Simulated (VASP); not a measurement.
# OsSe (F-43m) in VASP: a series of runs, part 2 of 2

VASP 6.6.1. The steps go on from the part before.

### Step 4. Single point, LDA, collinear spin

The input, INCAR:

```
SYSTEM = OsSe
ALGO = Normal
EDIFF = 1E-6
ENCUT = 520
ISIF = 2
ISMEAR = 0
ISPIN = 2
LASPH = .True.
LCHARG = .True.
LELF = .True.
LMAXMIX = 4
LORBIT = 11
LREAL = .False.
LVHAR = .True.
LWAVE = .False.
MAGMOM = 0.05 0
NBANDS = 18
NELM = 150
PREC = Accurate
SIGMA = 0.05
```

The input, KPOINTS:

```
k-points
0
Gamma
  10 10 10
  0 0 0
```

The input, POSCAR:

```
OsSe
1.0
    0.0000000000      2.7546421506      2.7546421506
    2.7546421506      0.0000000000      2.7546421506
    2.7546421506      2.7546421506      0.0000000000
Os Se
1 1
Direct
    0.0000000000      0.0000000000      0.0000000000
    0.2500000000      0.2500000000      0.2500000000
```

Potentials or basis: VASP PAW LDA potentials, release 64 (Os, Se).

Started as:

```
$ cat potpaw_LDA.64/Os/POTCAR potpaw_LDA.64/Se/POTCAR > POTCAR
$ mpirun -np 1 vasp_std > vasp.out
```

OUTCAR:

```text
SYSTEM = OsSe
   EDIFF = 1E-6
   ENCUT = 520
   ISIF = 2
   ISMEAR = 0
   ISPIN = 2
   LASPH = .True.
   LORBIT = 11
   LREAL = .False.
   NELM = 150
   PREC = Accurate

 ion  position               nearest neighbor table
   1  0.000  0.000  0.000-   2 2.39   2 2.39   2 2.39   2 2.39
   2  0.250  0.250  0.250-   1 2.39   1 2.39   1 2.39   1 2.39

  LATTYP: Found a face centered cubic cell.
 ALAT       =     5.5092843012

  Lattice vectors:

 A1 = (   0.0000000000,   2.7546421506,   2.7546421506)
 A2 = (   2.7546421506,   0.0000000000,   2.7546421506)
 A3 = (   2.7546421506,   2.7546421506,   0.0000000000)

Analysis of symmetry for initial positions (statically):
=====================================================================
 Subroutine PRICEL returns:
[... 1223 lines left out ...]
  energy-cutoff  :      520.00
  volume of cell :       41.80
      direct lattice vectors                 reciprocal lattice vectors
     0.000000000  2.754642151  2.754642151    -0.181511780  0.181511780  0.181511780
     2.754642151  0.000000000  2.754642151     0.181511780 -0.181511780  0.181511780
     2.754642151  2.754642151  0.000000000     0.181511780  0.181511780 -0.181511780

 POSITION                                       TOTAL-FORCE (eV/Angst)
 -----------------------------------------------------------------------------------
      0.00000      0.00000      0.00000        -0.000000     -0.000000     -0.000000
      1.37732      1.37732      1.37732         0.000000      0.000000      0.000000
 -----------------------------------------------------------------------------------
    total drift:                                0.000000      0.000000      0.000000

  FREE ENERGIE OF THE ION-ELECTRON SYSTEM (eV)
  ---------------------------------------------------
  free  energy   TOTEN  =       -15.3922088842 eV

  energy  without entropy=      -15.3887367977  energy(sigma->0) =      -15.39047284

 total charge

# of ion       s       p       d       tot
------------------------------------------
    1        0.584   0.455   6.421   7.459
    2        1.425   2.316   0.188   3.930
--------------------------------------------------
tot          2.009   2.770   6.609  11.389

 magnetization (x)

# of ion       s       p       d       tot
------------------------------------------
    1        0.000   0.000   0.000   0.000
    2       -0.000  -0.000   0.000  -0.000
--------------------------------------------------
tot          0.000   0.000   0.000   0.000
```

OSZICAR:

```text
N       E                     dE             d eps       ncg     rms          rms(c)
DAV:   1     0.667430631496E+02    0.66743E+02   -0.56817E+03  3424   0.650E+02
DAV:   2    -0.117017539386E+02   -0.78445E+02   -0.67404E+02  3708   0.179E+02
DAV:   3    -0.157250660950E+02   -0.40233E+01   -0.39579E+01  4326   0.377E+01
DAV:   4    -0.157451554050E+02   -0.20089E-01   -0.20077E-01  3944   0.294E+00
DAV:   5    -0.157452357658E+02   -0.80361E-04   -0.80358E-04  4238   0.195E-01    0.190E+01
DAV:   6    -0.154683064458E+02    0.27693E+00   -0.50927E-01  4476   0.488E+00    0.864E+00
DAV:   7    -0.154058388775E+02    0.62468E-01   -0.76647E-02  3738   0.192E+00    0.451E+00
DAV:   8    -0.153923250576E+02    0.13514E-01   -0.22926E-02  4030   0.946E-01    0.367E-01
DAV:   9    -0.153922248705E+02    0.10019E-03   -0.12694E-03  3590   0.186E-01    0.246E-01
DAV:  10    -0.153922157377E+02    0.91328E-05   -0.43787E-05  4440   0.504E-02    0.718E-02
DAV:  11    -0.153922109869E+02    0.47508E-05   -0.52470E-06  3888   0.136E-02    0.186E-02
DAV:  12    -0.153922089169E+02    0.20700E-05   -0.22135E-06  4068   0.988E-03    0.710E-03
DAV:  13    -0.153922088842E+02    0.32739E-07   -0.17130E-07  1896   0.263E-03
   1 F= -.15392209E+02 E0= -.15390473E+02  d E =-.347209E-02  mag=     0.0000
```

stdout:

```text
POSCAR found type information on POSCAR OsSe
 POSCAR found :  2 types and       2 ions
 scaLAPACK will be used
 LDA part: xc-table for (Slater(with rela. corr.)+CA(PZ))
 , standard interpolation
 POSCAR, INCAR and KPOINTS ok, starting setup
 FFT: planning ... GRIDC
 FFT: planning ... GRID_SOFT
 FFT: planning ... GRID
 WAVECAR not read
 entering main loop
```

Run time: 82 s. Hardware: 1 thread of AMD EPYC 7R13, shared host; peak memory 0.17 GiB.

Results:

```yaml
Free_energy: -15.3922 eV
Pressure: -7.0 GPa
Band_gap_on_the_k_mesh: zero (filled and empty bands overlap)
Net_moment: 0.00 μB per cell
Valence_electrons_inside_the_program's_atomic_spheres: Os 7.46; Se 3.93
```

Caveat: the cell stands under tension; spin-orbit coupling is left out, which moves the levels of the heavy elements.

### Step 5. Single point, PBE, collinear spin (21.28 Å³/atom)

This run uses another cell than the first one, of 21.28 Å³/atom.

The input, INCAR:

```
SYSTEM = OsSe
PREC = Accurate ; ENCUT = 520
EDIFF = 1E-6 ; ISMEAR = 0
SIGMA = 0.05 ; LREAL = .FALSE.
LASPH = .TRUE. ; NELM = 150
ALGO = Normal ; ISIF = 2
LWAVE = .FALSE. ; LCHARG = .FALSE.
ISPIN = 2 ; MAGMOM = 0.05 0
LORBIT = 11 ; LMAXMIX = 4
GGA = PE ; NBANDS = 18
```

The input, KPOINTS:

```
Automatic mesh
0
G
  10 10 10
  0 0 0
```

The input, POSCAR:

```
OsSe
1.0
    0.0000000000      2.7713449798      2.7713449798
    2.7713449798      0.0000000000      2.7713449798
    2.7713449798      2.7713449798      0.0000000000
Os Se
1 1
Direct
    0.0000000000      0.0000000000      0.0000000000
    0.2500000000      0.2500000000      0.2500000000
```

Potentials or basis: VASP PAW PBE potentials, release 64 (Os, Se).

Started as:

```
$ cat potpaw_PBE.64/Os/POTCAR potpaw_PBE.64/Se/POTCAR > POTCAR
$ mpirun -np 1 vasp_std > vasp.out
```

Wall time 92 s (1 thread of AMD EPYC 7R13, shared host); peak memory 0.2 GiB.

Results (log left out):

```
Free energy                                           : -13.4001 eV
Pressure                                              : -1.9 GPa
Band gap on the k mesh                                : zero (filled and empty bands overlap)
Net moment                                            : 0.01 μB per cell
Valence electrons inside the program's atomic spheres : Os 7.24; Se 3.91
```

Levels at points of the mesh, in eV from the Fermi level:
Spin up:
```csv
k point,band 4,band 5,band 6,band 7,band 8,band 9,band 10,band 11
"(0.00, 0.00, 0.00)",-5.75,-1.79,-1.79,0.81,3.80,3.80,3.80,7.02
"(0.50, 0.00, 0.00)",-5.35,-1.48,-1.48,-1.37,1.55,1.55,3.19,8.53
"(0.50, 0.50, 0.00)",-4.55,-2.40,-1.51,-1.07,-0.36,-0.36,5.62,6.47
```
Spin down:
```tsv
k point	band 5	band 6	band 7	band 8	band 9	band 10
(0.00, 0.00, 0.00)	-1.78	-1.78	0.81	3.80	3.80	3.80
(0.50, 0.00, 0.00)	-1.48	-1.48	-1.37	1.55	1.55	3.19
(0.50, 0.50, 0.00)	-2.40	-1.51	-1.07	-0.36	-0.36	5.62
```

Caveat: spin-orbit coupling is left out, which moves the levels of the heavy elements.

### Step 6. Single point, PBE, collinear spin (21.32 Å³/atom)

This run uses another cell than the first one, of 21.32 Å³/atom.

The input, INCAR:

```
SYSTEM = OsSe
ALGO = Normal
EDIFF = 1E-6
ENCUT = 520
GGA = PE
ISIF = 2
ISMEAR = 0
ISPIN = 2
LASPH = .TRUE.
LCHARG = .FALSE.
LMAXMIX = 4
LORBIT = 11
LREAL = .FALSE.
LWAVE = .FALSE.
MAGMOM = 0.05 0
NBANDS = 18
NELM = 150
PREC = Accurate
SIGMA = 0.05
```

The input, KPOINTS:

```
k-points
0
G
  10 10 10
  0 0 0
```

The input, POSCAR:

```
OsSe
1.0
    0.0000000000      2.7728853455      2.7728853455
    2.7728853455      0.0000000000      2.7728853455
    2.7728853455      2.7728853455      0.0000000000
Os Se
1 1
Direct
    0.0000000000      0.0000000000      0.0000000000
    0.2500000000      0.2500000000      0.2500000000
```

Potentials or basis: VASP PAW PBE potentials, release 64 (Os, Se).

Started as:

```
$ cat potpaw_PBE.64/Os/POTCAR potpaw_PBE.64/Se/POTCAR > POTCAR
$ mpirun -np 1 vasp_std > vasp.out
```

Run time: 1.7 min. Hardware: 1 thread of AMD EPYC 7R13, shared host; peak memory 0.2 GiB.

The run converged. Its results:

- Free energy: -13.3992 eV
- Pressure: -2.1 GPa
- Band gap on the k mesh: zero (filled and empty bands overlap)
- Net moment: 0.00 μB per cell
- Valence electrons inside the program's atomic spheres: Os 7.24; Se 3.91

Levels at points of the mesh, in eV from the Fermi level:
Spin up:
```
           k point  band 3  band 4  band 5  band 6  band 7  band 8  band 9  band 10  band 11  band 12
(0.00, 0.00, 0.00)   -5.74   -5.74   -1.78   -1.78    0.80    3.79    3.79     3.79     7.02     7.02
(0.50, 0.00, 0.00)   -5.34   -5.34   -1.48   -1.48   -1.37    1.55    1.55     3.19     8.52     8.67
(0.50, 0.50, 0.00)   -4.55   -4.55   -2.39   -1.51   -1.07   -0.36   -0.36     5.61     6.46    10.24
```
Spin down:
| k point | band 4 | band 5 | band 6 | band 7 | band 8 | band 9 | band 10 | band 11 |
| --- | --- | --- | --- | --- | --- | --- | --- | --- |
| (0.00, 0.00, 0.00) | -5.74 | -1.78 | -1.78 | 0.80 | 3.79 | 3.79 | 3.79 | 7.02 |
| (0.50, 0.00, 0.00) | -5.34 | -1.48 | -1.48 | -1.36 | 1.55 | 1.55 | 3.19 | 8.52 |
| (0.50, 0.50, 0.00) | -4.55 | -2.39 | -1.50 | -1.06 | -0.36 | -0.36 | 5.61 | 6.46 |

Caveat: spin-orbit coupling is left out, which moves the levels of the heavy elements.

### Step 7. Summary

```csv
level,potentials or basis,cell,gap on the mesh (eV),pressure (GPa),moment (μB)
PBE,"VASP PAW PBE potentials, release 64 (Os, Se)","a = 3.896 Å, angles 60.0°, 2 atoms",none,0.7,0.01
PBEsol,"VASP PAW PBE potentials, release 64 (Os, Se)","a = 3.896 Å, angles 60.0°, 2 atoms",none,-4.4,0.00
LDA,"VASP PAW LDA potentials, release 64 (Os, Se)","a = 3.896 Å, angles 60.0°, 2 atoms",none,-7.0,0.00
PBE,"VASP PAW PBE potentials, release 64 (Os, Se)","a = 3.919 Å, angles 60.0°, 2 atoms",none,-1.9,0.01
PBE,"VASP PAW PBE potentials, release 64 (Os, Se)","a = 3.921 Å, angles 60.0°, 2 atoms",none,-2.1,0.00
```

Alike in all rows: task single point; spin collinear; k mesh 10 × 10 × 10; cutoff (eV) 520; smearing gaussian 0.05 eV.

Caveats: spin-orbit coupling is left out, which moves the levels of the heavy elements; the cell stands under tension (at least some runs); the PAW data sets were made with another functional, which shifts forces and pressure a little (at least some runs).

Total energies depend on the potentials used, so only differences within one code and one set of settings carry meaning.
